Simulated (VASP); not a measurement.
# ZnSe (F-43m) in VASP: notebook, part 2 of 2

VASP 6.6.1. Earlier steps stand in the parts before.

## Step 5: Relaxation of cell and atoms, PBE, target pressure 18 GPa, at which the enthalpy is minimised

This run uses another cell than the first one, of 21.34 Å³/atom, 0.888 times its volume.

The input, INCAR:

```
ALGO = Normal
EDIFF = 1E-6
EDIFFG = -0.001
ENCUT = 600
GGA = PE
IBRION = 2
ISIF = 3
ISMEAR = 0
LASPH = True
LCHARG = False
LREAL = False
LWAVE = False
NELM = 80
NSW = 80
PREC = Accurate
PSTRESS = 180.0
SIGMA = 0.01
```

The input, KPOINTS:

```
k-points
0
Gamma
  8 8 8
```

The input, POSCAR:

```
ZnSe
1.0
    0.0000000000      2.7737113644      2.7737113644
    2.7737113644      0.0000000000      2.7737113644
    2.7737113644      2.7737113644      0.0000000000
Zn Se
1 1
Direct
    0.0000000000      0.0000000000      0.0000000000
    0.7500000000      0.7500000000      0.7500000000
```

Potentials or basis: VASP PAW PBE potentials, release 64 (Zn, Se).

The run is started by

```bash
$ cat potpaw_PBE.64/Zn/POTCAR potpaw_PBE.64/Se/POTCAR > POTCAR
$ mpirun -np 1 vasp_std > vasp.out
```

OUTCAR:

```text
EDIFF = 1E-6
   EDIFFG = -0.001
   ENCUT = 600
   GGA = PE
   IBRION = 2
   ISIF = 3
   ISMEAR = 0
   LASPH = True
   LREAL = False
   NELM = 80
   NSW = 80
   PREC = Accurate
   PSTRESS = 180.0

 ion  position               nearest neighbor table
   1  0.000  0.000  0.000-   2 2.40   2 2.40   2 2.40   2 2.40
   2  0.750  0.750  0.750-   1 2.40   1 2.40   1 2.40   1 2.40

  LATTYP: Found a face centered cubic cell.
 ALAT       =     5.5474227288

  Lattice vectors:

 A1 = (   0.0000000000,   2.7737113644,   2.7737113644)
 A2 = (   2.7737113644,   0.0000000000,   2.7737113644)
 A3 = (   2.7737113644,   2.7737113644,   0.0000000000)

Analysis of symmetry for initial positions (statically):
=====================================================================
 Subroutine PRICEL returns:
 Original cell was already a primitive cell.

 Routine SETGRP: Setting up the symmetry group for a
 face centered cubic supercell.

 Subroutine GETGRP returns: Found 24 space group operations
 (whereof 24 operations were pure point group operations)
 out of a pool of 48 trial point group operations.

The static configuration has the point symmetry T_d .

Analysis of symmetry for dynamics (positions and initial velocities):
=====================================================================
 Subroutine PRICEL returns:
 Original cell was already a primitive cell.

 Routine SETGRP: Setting up the symmetry group for a
 face centered cubic supercell.

 Subroutine GETGRP returns: Found 24 space group operations
 (whereof 24 operations were pure point group operations)
 out of a pool of 48 trial point group operations.

The dynamic configuration has the point symmetry T_d .

 Subroutine INISYM returns: Found 24 space group operations
 (whereof 24 operations are pure point group operations),
 and found     1 'primitive' translations

----------------------------------------------------------------------------------------

                                     Primitive cell

  volume of cell :      42.6790

  direct lattice vectors                    reciprocal lattice vectors
     0.000000000  2.773711364  2.773711364    -0.180263890  0.180263890  0.180263890
     2.773711364  0.000000000  2.773711364     0.180263890 -0.180263890  0.180263890
     2.773711364  2.773711364  0.000000000     0.180263890  0.180263890 -0.180263890

[... 109 lines left out ...]
   LHFCALC =     F    Hartree Fock is set to
   AEXX    =    0.0000 exact exchange contribution
   IVDW    =     0    specifies the selected vdW correction
   LEPSILON=     F    determine dielectric tensor
   LRPA    =     F    only Hartree local field effects (RPA)
 conjugate gradient relaxation of ions
 non-spin polarized calculation
 Gauss-broadening in eV      SIGMA  =   0.01
  energy-cutoff  :      600.00
  volume of cell :       42.68
 maximum number of plane-waves:      1458
   NGX = 15   NGY = 15   NGZ = 15

--------------------------------------- Ionic step        1  -------------------------------------------

 number of electron      18.0000003 magnetization

 Free energy of the ion-electron system (eV)
  ---------------------------------------------------
  ext. energy  EPLUGINS =         0.00000000
  ---------------------------------------------------
  free energy    TOTEN  =        -5.93705323 eV

  energy without entropy =       -5.93705323  energy(sigma->0) =       -5.93705323

 E-fermi :   2.2350     XC(G=0):  -9.6187

 val. band max:        2.1872883855   @ k =   0.0000   0.0000   0.0000
 cond. band min:       3.7441658438   @ k =   0.0000   0.0000   0.0000
 fundamental gap:      1.5568774583
 Fermi energy:         2.2349922072

 k-point     1 :       0.0000    0.0000    0.0000
  band No.  band energies     occupation
      1     -11.5075      2.00000
      2      -4.6160      2.00000
      3      -4.6160      2.00000
      4      -4.6160      2.00000
      5      -4.1850      2.00000
      6      -4.1850      2.00000
      7       2.1873      2.00000
      8       2.1873      2.00000
      9       2.1873      2.00000
     10       3.7442      0.00000
     11       7.9590      0.00000
     12       7.9590      0.00000
     13       7.9590      0.00000
[... 477 lines left out ...]
  energy  without entropy=       -5.6408171913  energy(sigma->0) =       -5.64081719

  enthalpy is  TOTEN    =        -1.2883212478 eV   P V=        4.3524959435

[... ionic steps 4 to 7 ...]

--------------------------------------- Ionic step        8  -------------------------------------------

 number of electron      17.9999990 magnetization

------------------------ aborting loop because EDIFF is reached ----------------------------------------
[... 71 lines left out ...]
--------------------------------------- Ionic step       10  -------------------------------------------

 number of electron      17.9999990 magnetization

 Free energy of the ion-electron system (eV)
  ---------------------------------------------------
  ext. energy  EPLUGINS =         0.00000000
  ---------------------------------------------------
  free energy    TOTEN  =        -5.63042058 eV

  energy without entropy =       -5.63042058  energy(sigma->0) =       -5.63042058

 E-fermi :   3.2480     XC(G=0): -10.0899

 val. band max:        3.1659414439   @ k =   0.0000   0.0000   0.0000
 cond. band min:       5.1588712595   @ k =   0.0000   0.0000   0.0000
 fundamental gap:      1.9929298156
 Fermi energy:         3.2479683475

 k-point     1 :       0.0000    0.0000    0.0000
  band No.  band energies     occupation
      1     -11.2936      2.00000
      2      -4.1251      2.00000
      3      -4.1251      2.00000
      4      -4.1251      2.00000
      5      -3.5893      2.00000
      6      -3.5893      2.00000
      7       3.1659      2.00000
      8       3.1659      2.00000
      9       3.1659      2.00000
     10       5.1589      0.00000
     11       8.8614      0.00000
     12       8.8614      0.00000
     13       8.8614      0.00000
[... 401 lines left out ...]
  energy  without entropy=       -5.6304205839  energy(sigma->0) =       -5.63042058

  enthalpy is  TOTEN    =        -1.2884243237 eV   P V=        4.3419962602

 reached required accuracy - stopping structural energy minimisation
```

OSZICAR:

```text
N       E                     dE             d eps       ncg     rms          rms(c)
DAV:   1     0.931292643494E+02    0.93129E+02   -0.10034E+04   754   0.181E+03
DAV:   2     0.192231502599E+00   -0.92937E+02   -0.89211E+02   814   0.299E+02
DAV:   3    -0.615288712917E+01   -0.63451E+01   -0.63164E+01   904   0.757E+01
DAV:   4    -0.622646806728E+01   -0.73581E-01   -0.73485E-01   819   0.843E+00
[... 76 lines left out ...]
   9 F= -.12884238E+01 E0= -.12884238E+01  d E =-.466865E-04
       N       E                     dE             d eps       ncg     rms          rms(c)
DAV:   1    -0.563042173869E+01    0.35513E-03   -0.13537E-05   734   0.909E-02    0.798E-03
DAV:   2    -0.563042065247E+01    0.10862E-05   -0.37305E-06   624   0.668E-02    0.347E-03
DAV:   3    -0.563042058389E+01    0.68582E-07   -0.15340E-07   392   0.504E-03
  10 F= -.12884243E+01 E0= -.12884243E+01  d E =-.471606E-04
```

CONTCAR:

```text
ZnSe
   1.00000000000000
    -0.0000000000000000    2.6834850217895019    2.6834850217895019
     2.6834850217895019    0.0000000000000000    2.6834850217895019
     2.6834850217895019    2.6834850217895019    0.0000000000000000
  Zn              Se
     1     1
Direct
     0.0000000000000000    0.0000000000000000    0.0000000000000000
     0.7500000000000000    0.7500000000000000    0.7500000000000000

  0.00000000E+00  0.00000000E+00  0.00000000E+00
  0.00000000E+00  0.00000000E+00  0.00000000E+00
```

It took 65 s on 1 thread of AMD EPYC 9R45 (Zen 5), shared host; peak memory 0.17 GiB.

What came out:

| Item | Value |
| --- | --- |
| Free energy | -5.6304 eV |
| Relaxed volume | 19.32 Å³/atom |
| Relaxed cell | a = 3.795 Å, b = 3.795 Å, c = 3.795 Å, α = 60.00°, β = 60.00°, γ = 60.00° |
| Space group after relaxing (to 0.05 Å) | F-43m (No. 216) |
| Energy change on relaxing (the enthalpy is what falls) | +153.3 meV/atom |
| Ionic steps | 10 |
| Pressure after relaxing | 18.0 GPa |
| Band gap on the k mesh | 1.99 eV, direct |

The path:
| step | energy change (eV) | largest force (eV/Å) | pressure (GPa) | volume (Å³) |
| --- | --- | --- | --- | --- |
| 1 | 0.0000 | 0.0000 | 7.28 | 42.68 |
| 2 | 1.0004 | 0.0000 | 36.59 | 34.45 |
| 3 | 0.2962 | 0.0000 | 17.66 | 38.74 |
| 4 | 0.3061 | 0.0000 | 17.94 | 38.65 |
| 5 | 0.3149 | 0.0000 | 18.21 | 38.57 |
| 6 | 0.3009 | 0.0000 | 17.84 | 38.70 |
| 7 | 0.3074 | 0.0000 | 18.06 | 38.64 |
| 8 | 0.3055 | 0.0000 | 17.96 | 38.66 |
| 9 | 0.3063 | 0.0000 | 17.98 | 38.65 |
| 10 | 0.3066 | 0.0000 | 17.99 | 38.65 |

Final structure:
```cif
data_structure
_symmetry_space_group_name_H-M 'P 1'
_symmetry_Int_Tables_number 1
_cell_length_a 3.7950
_cell_length_b 3.7950
_cell_length_c 3.7950
_cell_angle_alpha 60.000
_cell_angle_beta 60.000
_cell_angle_gamma 60.000
_cell_volume 38.65
loop_
_atom_site_label
_atom_site_type_symbol
_atom_site_fract_x
_atom_site_fract_y
_atom_site_fract_z
_atom_site_occupancy
Zn1 Zn 0.00000 0.00000 0.00000 1
Se1 Se 0.75000 0.75000 0.75000 1
```

Caveat: the cell is relaxed towards a set pressure, so the enthalpy falls and the energy may rise. PBE gaps usually lie below the measured ones, often by a third to a half.

## Step 6: Overview

| task | cell | k mesh | cutoff (eV) | smearing | gap on the mesh (eV) | pressure (GPa) |
| --- | --- | --- | --- | --- | --- | --- |
| single point | a = 4.080 Å, angles 60.0°, 2 atoms | 8 × 8 × 8 | 520 | gaussian 0.01 eV | 1.08 | -0.9 |
| single point | a = 4.054 Å, angles 60.0°, 2 atoms | 8 × 8 × 8 | 520 | gaussian 0.02 eV | 1.15 | 0.2 |
| single point | a = 3.659 Å, angles 60.0°, 2 atoms | 10 × 10 × 10 | 520 | gaussian 0.01 eV | 2.21 | 35.7 |
| relaxation of cell and atoms | relaxed to 18 GPa from a = 3.923 Å, angles 60.0°, 2 atoms | 8 × 8 × 8 | 600 | gaussian 0.01 eV | 1.99 | 18.0 |

Alike in all rows: level PBE; potentials or basis VASP PAW PBE potentials, release 64 (Zn, Se); no spin polarisation.

Caveats: the cell is relaxed towards a set pressure, so the enthalpy falls and the energy may rise (some runs).

Total energies depend on the potentials used, so only differences within one code and one set of settings carry meaning.
